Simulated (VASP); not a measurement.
# Te2Mo in VASP: further runs, part 2 of 2

VASP 6.6.1. The steps go on from the part before.

## (3) Single point, PBE+D3(BJ) (mode 5 frozen in at -0.052 Å, strain +e along z and -e/2 along x and y +0.0700)

INCAR

```
PREC = Accurate ; ENCUT = 520
EDIFF = 1E-7 ; ISMEAR = 0
SIGMA = 0.05 ; LREAL = False
LASPH = True ; NELM = 80
ALGO = Normal ; ISIF = 2
LWAVE = False ; LCHARG = False
GGA = PE ; IVDW = 12
NBANDS = 20
```

KPOINTS

```
regular mesh
0
Gamma
  9 9 4
```

POSCAR

```
Te2Mo
1.0
    3.3728278289      0.0000000000      0.0000000000
   -1.6864139145      2.9209545824      0.0000000000
    0.0000000000      0.0000000000      8.1582734926
Te Mo
2 1
Direct
    0.3247932314      0.6495864627      0.7614144829
    0.3418734353      0.6837468706      0.2385855171
    0.0000000000      0.0000000000      0.0000000000
```

Potentials or basis: VASP PAW PBE potentials, release 64 (Te, Mo_sv).

Command:

```console
> cat potpaw_PBE.64/Te/POTCAR potpaw_PBE.64/Mo_sv/POTCAR > POTCAR
> mpirun -np 1 vasp_std > vasp.out
```

OUTCAR:

```text
PREC = Accurate
   ENCUT = 520
   EDIFF = 1E-7
   ISMEAR = 0
   LREAL = False
   LASPH = True
   NELM = 80
   ISIF = 2
   GGA = PE
   IVDW = 12
 IVDW          = 12

 ion  position               nearest neighbor table
   1  0.325  0.650  0.761-   3 2.72   3 2.77   3 2.77
   2  0.342  0.684  0.239-   3 2.74   3 2.74   3 2.79
   3  0.000  0.000  0.000-   1 2.72   2 2.74   2 2.74   1 2.77   1 2.77   2 2.79

  LATTYP: Found a hexagonal cell.
 ALAT       =     3.3728278289
 C/A-ratio  =     2.4188229896

  Lattice vectors:

[... 743 lines left out ...]

 Edisp (eV)   -1.50880

 E8    (eV) :    -0.6959

  FORCE on cell =-STRESS in cart. coord.  units (eV):
  Direction    XX          YY          ZZ          XY          YZ          ZX
  --------------------------------------------------------------------------------------
  -------------------------------------------------------------------------------------
  Total       1.37148     1.37161    -4.10788    -0.00000    -1.01320     0.00000
  in kB      27.33903    27.34159   -81.88632    -0.00000   -20.19705     0.00000
  external pressure =       -9.07 kB  Pullay stress =        0.00 kB

 VOLUME and BASIS-vectors are now :
 -----------------------------------------------------------------------------
  energy-cutoff  :      520.00
  volume of cell :       80.37
      direct lattice vectors                 reciprocal lattice vectors
     3.372827829  0.000000000  0.000000000     0.296487117  0.171176917  0.000000000
    -1.686413915  2.920954582  0.000000000     0.000000000  0.342353834  0.000000000
     0.000000000  0.000000000  8.158273493     0.000000000  0.000000000  0.122574954

 POSITION                                       TOTAL-FORCE (eV/Angst)
 -----------------------------------------------------------------------------------
      0.00000      1.89741      6.21183        -0.000000      0.265020      0.863524
     -0.00000      1.99719      1.94645         0.000000     -0.245098     -0.864613
      0.00000      0.00000      0.00000         0.000000     -0.019922      0.001089
 -----------------------------------------------------------------------------------
    total drift:                                0.000000     -0.000059      0.000000

  FREE ENERGIE OF THE ION-ELECTRON SYSTEM (eV)
  ---------------------------------------------------
  free  energy   TOTEN  =       -19.2529548788 eV

  energy  without entropy=      -19.2529548788  energy(sigma->0) =      -19.25295488
```

stdout:

```text
POSCAR found type information on POSCAR TeMo
 POSCAR found :  2 types and       3 ions
 scaLAPACK will be used
 LDA part: xc-table for (Slater+PW92), standard interpolation
 POSCAR, INCAR and KPOINTS ok, starting setup
 FFT: planning ... GRIDC
 FFT: planning ... GRID_SOFT
 FFT: planning ... GRID
 WAVECAR not read
 entering main loop
```

Run time: 2.5 min. Hardware: 1 thread of Intel Xeon Platinum 8259CL at 2.50GHz (Skylake/Cascade Lake), shared host; peak memory 0.32 GiB.

Results:

| Quantity | Value |
| --- | --- |
| Free energy | -19.2530 eV |
| Pressure | -0.9 GPa |
| Largest force | 0.903 eV/Å |
| Band gap on the k mesh | 0.53 eV, indirect (least direct gap 1.07 eV) |
| Dispersion energy per atom | -0.503 eV |

Forces on the atoms (eV/Å):
```
Te   0.000  0.265  0.864
Te   0.000 -0.245 -0.865
Mo   0.000 -0.020  0.001
```

Stress tensor (GPa, compression positive):
```
 2.73  0.00  0.00
 0.00  2.73 -2.02
 0.00 -2.02 -8.19
```

Levels at points of the mesh, in eV from the valence-band top:
| k point | band 11 | band 12 | band 13 | band 14 | band 15 | band 16 |
| --- | --- | --- | --- | --- | --- | --- |
| (0.00, 0.00, 0.00) | -1.37 | -0.62 | -0.62 | 3.36 | 3.37 | 3.48 |
| (0.00, 0.00, 0.50) | -1.12 | -0.63 | -0.62 | 3.30 | 3.30 | 3.55 |

Caveat: the cell differs from its parent crystal (mode 5 frozen in at -0.052 Å, strain +e along z and -e/2 along x and y +0.0700); spin-orbit coupling is left out, which moves the levels of the heavy elements.

## (4) Single point, PBE+D3(BJ) (mode 5 frozen in at -0.052 Å, strain +e along z and -e/2 along x and y +0.0233)

INCAR

```
SYSTEM = Te2Mo
PREC = Accurate
ENCUT = 520
EDIFF = 1E-7
ISMEAR = 0
SIGMA = 0.05
LREAL = .FALSE.
LASPH = .TRUE.
NELM = 80
ALGO = Normal
ISIF = 2
LWAVE = .FALSE.
LCHARG = .TRUE.
GGA = PE
IVDW = 12
LELF = .TRUE.
LVHAR = .TRUE.
NBANDS = 20
```

KPOINTS

```
Automatic mesh
0
G
  9 9 4
  0 0 0
```

POSCAR

```
Te2Mo
1.0
    3.4544397769      0.0000000000      0.0000000000
   -1.7272198885      2.9916326026      0.0000000000
    0.0000000000      0.0000000000      7.8022067897
Te Mo
2 1
Direct
    0.3247932314      0.6495864627      0.7614144829
    0.3418734353      0.6837468706      0.2385855171
    0.0000000000      0.0000000000      0.0000000000
```

Command:

```console
> cat potpaw_PBE.64/Te/POTCAR potpaw_PBE.64/Mo_sv/POTCAR > POTCAR
> mpirun -np 1 vasp_std > vasp.out
```

Run time: 2.4 min. Hardware: 1 thread of Intel Xeon Platinum 8259CL at 2.50GHz (Skylake/Cascade Lake), shared host; peak memory 0.31 GiB.

Results (log left out):

```yaml
Free_energy: -19.4169 eV
Pressure: -0.4 GPa
Largest_force: 0.422 eV/Å
Band_gap_on_the_k_mesh: 0.89 eV, indirect (least direct gap 1.29 eV)
Dispersion_energy_per_atom: -0.500 eV
```

Forces in eV/Å, atoms in the order of the input:
```
Te   0.000  0.312  0.284
Te   0.000 -0.287 -0.285
Mo   0.000 -0.025  0.001
```

Stress tensor (GPa, compression positive):
```
 0.75  0.00  0.00
 0.00  0.75 -2.29
 0.00 -2.29 -2.75
```

Levels at points of the mesh, in eV from the valence-band top:
| k point | band 9 | band 10 | band 11 | band 12 | band 13 | band 14 | band 15 | band 16 | band 17 | band 18 |
| --- | --- | --- | --- | --- | --- | --- | --- | --- | --- | --- |
| (0.00, 0.00, 0.00) | -1.49 | -1.34 | -1.16 | -0.73 | -0.71 | 3.31 | 3.31 | 3.46 | 3.47 | 5.04 |
| (0.00, 0.00, 0.50) | -1.49 | -1.48 | -0.75 | -0.74 | -0.45 | 3.21 | 3.22 | 3.57 | 3.58 | 6.63 |

Caveat: the cell differs from its parent crystal (mode 5 frozen in at -0.052 Å, strain +e along z and -e/2 along x and y +0.0233); spin-orbit coupling is left out, which moves the levels of the heavy elements. A k mesh can miss the band edges.

## (5) Single point, PBE+D3(BJ) (mode 5 frozen in at -0.052 Å, strain +e along z and -e/2 along x and y -0.0700)

INCAR

```
PREC     = Accurate       # precision mode
ENCUT    = 520            # plane-wave cutoff, eV
EDIFF    = 1E-6           # SCF threshold, eV
ISMEAR   = 0              # smearing method
SIGMA    = 0.05           # smearing width, eV
LREAL    = F              # projectors in reciprocal space
LASPH    = T              # aspherical terms in the spheres
NELM     = 60             # most SCF steps
ALGO     = Normal         # electronic algorithm
ISIF     = 2              # what is computed and relaxed
LWAVE    = F              # write WAVECAR
LCHARG   = F              # write CHGCAR
GGA      = PE             # functional
IVDW     = 12             # dispersion correction
NBANDS   = 20             # bands
```

KPOINTS

```
Automatic mesh
0
Gamma
  9 9 4
```

POSCAR

```
Te2Mo
1.0
    3.6174889149      0.0000000000      0.0000000000
   -1.8087444575      3.1328372982      0.0000000000
    0.0000000000      0.0000000000      7.0908358394
Te Mo
2 1
Direct
    0.3247932314      0.6495864627      0.7614144829
    0.3418734353      0.6837468706      0.2385855171
    0.0000000000      0.0000000000      0.0000000000
```

Command:

```console
> cat potpaw_PBE.64/Te/POTCAR potpaw_PBE.64/Mo_sv/POTCAR > POTCAR
> mpirun -np 1 vasp_std > vasp.out
```

Run time: 2 min. Hardware: 1 thread of Intel Xeon Platinum 8259CL at 2.50GHz (Skylake/Cascade Lake), shared host; peak memory 0.3 GiB.

It converged, with:

| Property | Result |
| --- | --- |
| Free energy | -19.2216 eV |
| Pressure | 2.6 GPa |
| Largest force | 1.177 eV/Å |
| Band gap on the k mesh | 0.19 eV, indirect (least direct gap 0.78 eV) |
| Dispersion energy per atom | -0.500 eV |

Forces in eV/Å, atoms in the order of the input:
```
Te   0.000  0.399 -1.107
Te   0.000 -0.362  1.105
Mo   0.000 -0.037  0.002
```

Stress tensor (GPa, compression positive):
```
-1.31  0.00  0.00
 0.00 -1.31 -2.84
 0.00 -2.84 10.34
```

Levels at points of the mesh, in eV from the valence-band top:
| k point | band 9 | band 10 | band 11 | band 12 | band 13 | band 14 | band 15 | band 16 | band 17 | band 18 |
| --- | --- | --- | --- | --- | --- | --- | --- | --- | --- | --- |
| (0.00, 0.00, 0.00) | -2.65 | -1.69 | -1.68 | -0.99 | -0.35 | 2.52 | 2.53 | 2.73 | 2.73 | 4.86 |
| (0.00, 0.00, 0.50) | -2.63 | -2.56 | -1.71 | -1.71 | 0.00 | 2.32 | 2.32 | 2.97 | 2.98 | 5.17 |

Caveat: the cell differs from its parent crystal (mode 5 frozen in at -0.052 Å, strain +e along z and -e/2 along x and y -0.0700); spin-orbit coupling is left out, which moves the levels of the heavy elements; forces of over 1 eV/Å act on the atoms, so gaps and moduli don't describe the material at rest.

## (6) Summary

```csv
cell,gap on the mesh (eV),pressure (GPa),largest force (eV/Å)
"a = 3.414, b = 3.414, c = 7.981 Å, angles 90.0, 90.0, 120.0°, 3 atoms",0.76,-0.8,0.60
"a = 3.373, b = 3.373, c = 8.158 Å, angles 90.0, 90.0, 120.0°, 3 atoms",0.53,-0.9,0.90
"a = 3.454, b = 3.454, c = 7.802 Å, angles 90.0, 90.0, 120.0°, 3 atoms",0.89,-0.4,0.42
"a = 3.617, b = 3.617, c = 7.091 Å, angles 90.0, 90.0, 120.0°, 3 atoms",0.19,2.6,1.18
```

Alike in all rows: task single point; level PBE+D3(BJ); potentials or basis VASP PAW PBE potentials, release 64 (Te, Mo_sv); no spin polarisation; k mesh 9 × 9 × 4; cutoff (eV) 520; smearing gaussian 0.05 eV.

Caveats: spin-orbit coupling is left out, which moves the levels of the heavy elements; forces of over 1 eV/Å act on the atoms, so gaps and moduli don't describe the material at rest (some runs).

Total energies depend on the potentials used, so only differences within one code and one set of settings carry meaning.
